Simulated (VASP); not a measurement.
# Nb (Im-3m) in VASP: further runs, part 2 of 2

VASP 6.6.1. The steps go on from the part before.

### 3 Electric field gradients, PBE+U

Contents of INCAR:

```
PREC = Accurate
ENCUT = 400
EDIFF = 1E-8
ISMEAR = 1
SIGMA = 0.1
LREAL = False
LASPH = True
NELM = 200
ALGO = Normal
ISIF = 2
LWAVE = False
LCHARG = False
LMAXMIX = 4
LDAU = True
LDAUTYPE = 1
LDAUL = 2
LDAUU = 3.2
LDAUJ = 0.44
LDAUPRINT = 1
GGA = PE
LEFG = True
NBANDS = 12
GGA_COMPAT = False
```

Contents of KPOINTS:

```
Automatic mesh
0
Gamma
  5 5 5
```

Contents of POSCAR:

```
Nb
1.0
   -1.6588161896      1.6588161896      1.6588161896
    1.6588161896     -1.6588161896      1.6588161896
    1.6588161896      1.6588161896     -1.6588161896
Nb
1
Direct
    0.0000000000      0.0000000000      0.0000000000
```

Potentials or basis: VASP PAW PBE potentials, release 64 (Nb_sv).

The run is started by

```sh
cat potpaw_PBE.64/Nb_sv/POTCAR > POTCAR
mpirun -np 1 vasp_std > vasp.out
```

OUTCAR:

```text
PREC = Accurate
   ENCUT = 400
   EDIFF = 1E-8
   ISMEAR = 1
   LREAL = False
   LASPH = True
   NELM = 200
   ISIF = 2
   GGA = PE

 ion  position               nearest neighbor table
   1  0.000  0.000  0.000-

  LATTYP: Found a body centered cubic cell.
 ALAT       =     3.3176323792

  Lattice vectors:

 A1 = (  -1.6588161896,   1.6588161896,   1.6588161896)
 A2 = (   1.6588161896,  -1.6588161896,   1.6588161896)
 A3 = (   1.6588161896,   1.6588161896,  -1.6588161896)

Analysis of symmetry for initial positions (statically):
=====================================================================
 Subroutine PRICEL returns:
 Original cell was already a primitive cell.

 Routine SETGRP: Setting up the symmetry group for a
 body centered cubic supercell.

 Subroutine GETGRP returns: Found 48 space group operations
 (whereof 48 operations were pure point group operations)
 out of a pool of 48 trial point group operations.

The static configuration has the point symmetry O_h .

Analysis of symmetry for dynamics (positions and initial velocities):
=====================================================================
 Subroutine PRICEL returns:
 Original cell was already a primitive cell.

 Routine SETGRP: Setting up the symmetry group for a
 body centered cubic supercell.

 Subroutine GETGRP returns: Found 48 space group operations
 (whereof 48 operations were pure point group operations)
 out of a pool of 48 trial point group operations.

The dynamic configuration has the point symmetry O_h .

 Subroutine INISYM returns: Found 48 space group operations
 (whereof 48 operations are pure point group operations),
 and found     1 'primitive' translations

----------------------------------------------------------------------------------------

                                     Primitive cell

  volume of cell :      18.2581

  direct lattice vectors                    reciprocal lattice vectors
    -1.658816190  1.658816190  1.658816190     0.000000000  0.301419773  0.301419773
     1.658816190 -1.658816190  1.658816190     0.301419773  0.000000000  0.301419773
     1.658816190  1.658816190 -1.658816190     0.301419773  0.301419773  0.000000000

  length of vectors
     2.873153921  2.873153921  2.873153921     0.426271932  0.426271932  0.426271932

  position of ions in fractional coordinates (direct lattice)
     0.000000000  0.000000000  0.000000000

[... 125 lines left out ...]
  o =  0.1706  v =  0.0000  0.0000  0.0000  0.0000  0.0000  0.0000 -0.0000  0.0482  0.0000  0.9988      0.0000  0.0000  0.0000  0.0000  0.0000  0.0000  0.0000  0.0000  0.0000  0.0000
  o =  0.1706  v =  0.0000  0.0000  0.9988  0.0000 -0.0482  0.0000  0.0000  0.0000  0.0000  0.0000      0.0000  0.0000  0.0000  0.0000  0.0000  0.0000  0.0000  0.0000  0.0000  0.0000
  o =  0.1706  v =  0.0000  0.0000  0.0000  0.0000  0.0000  0.0000  0.0000  0.9988  0.0000 -0.0482      0.0000  0.0000  0.0000  0.0000  0.0000  0.0000  0.0000  0.0000  0.0000  0.0000
  o =  0.2808  v =  1.0000  0.0000  0.0000  0.0000  0.0000  0.0000  0.0000  0.0000  0.0000  0.0000      0.0000  0.0000  0.0000  0.0000  0.0000  0.0000  0.0000  0.0000  0.0000  0.0000
  o =  0.2808  v =  0.0000  0.0000  0.0000  0.0000  0.0000  1.0000  0.0000  0.0000  0.0000  0.0000      0.0000  0.0000  0.0000  0.0000  0.0000  0.0000  0.0000  0.0000  0.0000  0.0000
  o =  0.2808  v =  0.0000  0.0000  0.0000  0.0000  0.0000  0.0000  0.9330 -0.0000  0.3598 -0.0000      0.0000  0.0000  0.0000  0.0000  0.0000  0.0000  0.0000  0.0000  0.0000  0.0000
  o =  0.2808  v =  0.0000  0.9330 -0.0000  0.3598 -0.0000  0.0000  0.0000  0.0000  0.0000  0.0000      0.0000  0.0000  0.0000  0.0000  0.0000  0.0000  0.0000  0.0000  0.0000  0.0000
  o =  0.2808  v =  0.0000  0.0000  0.0000  0.0000  0.0000  0.0000  0.3598 -0.0000 -0.9330  0.0000      0.0000  0.0000  0.0000  0.0000  0.0000  0.0000  0.0000  0.0000  0.0000  0.0000
  o =  0.2808  v =  0.0000  0.3598 -0.0000 -0.9330  0.0000  0.0000  0.0000  0.0000  0.0000  0.0000      0.0000  0.0000  0.0000  0.0000  0.0000  0.0000  0.0000  0.0000  0.0000  0.0000

 number of electron      13.0000003 magnetization

 Free energy of the ion-electron system (eV)
  ---------------------------------------------------
  ext. energy  EPLUGINS =         0.00000000
  ---------------------------------------------------
  free energy    TOTEN  =        -7.61448294 eV

  energy without entropy =       -7.60722149  energy(sigma->0) =       -7.61206246

 E-fermi :  11.4791     XC(G=0): -12.4432

 val. band max:       11.4739412099   @ k =  -0.4000   0.4000   0.2000
 cond. band min:      11.5259555481   @ k =  -0.2000   0.2000   0.2000
 fundamental gap:      0.0520143382
 Fermi energy:        11.4791412219

 k-point     1 :       0.0000    0.0000    0.0000
  band No.  band energies     occupation
      1     -43.4652      2.00000
      2     -18.7855      2.00000
      3     -18.7855      2.00000
      4     -18.7855      2.00000
      5       5.0523      2.00000
      6      11.8091     -0.00003
      7      11.8091     -0.00003
      8      11.8091     -0.00003
      9      14.9289      0.00000
     10      14.9289      0.00000
     11      25.1613      0.00000
     12      25.1613      0.00000
[... 121 lines left out ...]
 k-point    10 :      -0.4000    0.4000    0.4000
  band No.  band energies     occupation
      1     -43.1035      2.00000
      2     -19.6756      2.00000
      3     -19.5872      2.00000
      4     -19.5872      2.00000
      5       8.2614      2.00000
      6       8.4142      2.00000
      7      14.9876      0.00000
      8      14.9876      0.00000
      9      16.2944      0.00000
     10      18.2855      0.00000
     11      22.8411      0.00000
     12      22.8411      0.00000

------------------------ aborting loop because EDIFF is reached ----------------------------------------

  FORCE on cell =-STRESS in cart. coord.  units (eV):
  Direction    XX          YY          ZZ          XY          YZ          ZX
  --------------------------------------------------------------------------------------
  -------------------------------------------------------------------------------------
  Total        0.5154964      0.5154964      0.5154964     -0.0000000      0.0000000     -0.0000000
  in kB       45.2357158     45.2357158     45.2357158     -0.0000000      0.0000000     -0.0000000
  external PRESSURE =      45.2357158 kB  Pullay stress =       0.0000000 kB

 VOLUME and BASIS-vectors are now :
 -----------------------------------------------------------------------------
  energy-cutoff  :      400.00
  volume of cell :       18.26
      direct lattice vectors                 reciprocal lattice vectors
    -1.658816190  1.658816190  1.658816190     0.000000000  0.301419773  0.301419773
     1.658816190 -1.658816190  1.658816190     0.301419773  0.000000000  0.301419773
     1.658816190  1.658816190 -1.658816190     0.301419773  0.301419773  0.000000000

 POSITION                                       TOTAL-FORCE (eV/Angst)
 -----------------------------------------------------------------------------------
      0.00000      0.00000      0.00000         0.000000      0.000000      0.000000
 -----------------------------------------------------------------------------------
    total drift:                                0.000000      0.000000      0.000000

  FREE ENERGIE OF THE ION-ELECTRON SYSTEM (eV)
  ---------------------------------------------------
  free  energy   TOTEN  =        -7.6144829405 eV

  energy  without entropy=       -7.6072214912  energy(sigma->0) =       -7.61206246

 Electric field gradients (V/A^2)
---------------------------------------------------------------------
 ion       V_xx      V_yy      V_zz      V_xy      V_xz      V_yz
---------------------------------------------------------------------
   1       0.000     0.000    -0.000     0.000     0.000     0.000
---------------------------------------------------------------------

 Electric field gradients after diagonalization (V/A^2)
 (convention: |V_zz| > |V_xx| > |V_yy|)
----------------------------------------------------------------------
 ion       V_xx      V_yy      V_zz     asymmetry (V_yy - V_xx)/ V_zz
----------------------------------------------------------------------
   1      -0.000    -0.000     0.001       0.000
----------------------------------------------------------------------

           NMR quadrupolar parameters

 Cq : quadrupolar parameter    Cq=e*Q*V_zz/h
 eta: asymmetry parameters     (V_yy - V_xx)/ V_zz
 Q  : nuclear electric quadrupole moment in mb (millibarn)
----------------------------------------------------------------------
 ion       Cq(MHz)       eta       Q (mb)
----------------------------------------------------------------------
   1       0.000       0.000       1.000
----------------------------------------------------------------------
```

stdout:

```text
POSCAR found type information on POSCAR Nb
 POSCAR found :  1 types and       1 ions
 scaLAPACK will be used
 LDA part: xc-table for (Slater+PW92), standard interpolation
 POSCAR, INCAR and KPOINTS ok, starting setup
 FFT: planning ... GRIDC
 FFT: planning ... GRID_SOFT
 FFT: planning ... GRID
 WAVECAR not read
 entering main loop
ion   1
```

It took 7.1 s on 1 thread of Intel Xeon 8259CL, shared host; peak memory 0.12 GiB.

Results:

```
Free energy : -7.6145 eV
Pressure    : 4.5 GPa
```

Levels at points of the mesh, in eV from the Fermi level:
```csv
k point,band 4,band 5,band 6,band 7,band 8,band 9
"(0.00, 0.00, 0.00)",-30.26,-6.43,0.33,0.33,0.33,3.45
```

Eigenvalues of the final occupation matrices:
| site | spin | trace | eigenvalues |
| --- | --- | --- | --- |
| site 1 d | 1 | 1.18 | 0.17 0.17 0.28 0.28 0.28 |
| site 1 d | 2 | 1.18 | 0.17 0.17 0.28 0.28 0.28 |

Caveat: the k points lie up to 0.54 Å⁻¹ apart; without QUAD_EFG the Cq values of the log hold for a quadrupole moment of 1 mb, not for the nuclei; U without spin polarisation on a metal has little footing; the U is typed as a test and isn't derived for this compound.
